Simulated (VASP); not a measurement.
A run of VASP 6.6.1:

File INCAR:

```
PREC = Accurate
ENCUT = 520
EDIFF = 1E-7
ISMEAR = -1
SIGMA = 0.05
LREAL = F
LASPH = T
NELM = 80
ALGO = Normal
ISIF = 2
LWAVE = F
LCHARG = T
GGA = PS
LELF = T
LVHAR = T
NBANDS = 15
```

File KPOINTS:

```
Automatic mesh
0
Gamma
  12 12 12
```

File POSCAR:

```
LaAs
1.0
    0.0000000000      3.0625000000      3.0931250000
    3.0625000000      0.0000000000      3.0931250000
    3.0625000000      3.0625000000      0.0000000000
La As
1 1
Direct
    0.0000000000      0.0000000000      0.0000000000
    0.5000000000      0.5000000000      0.5000000000
```

Potentials or basis: VASP PAW PBE potentials, release 64 (La, As).

Launch:

```bash
$ cat potpaw_PBE.64/La/POTCAR potpaw_PBE.64/As/POTCAR > POTCAR
$ mpirun -np 1 vasp_std > vasp.out
```

Hardware: 1 thread of AMD EPYC 9R45 96-Core Processor (Zen 5) (shared host).

Q: Estimate the wall time of this run.

A: Wall time 2.8 min on 1 thread of AMD EPYC 9R45 96-Core Processor (Zen 5), on a shared host, peak memory 0.29 GiB. Counts: scf iterations 22, k points 163.
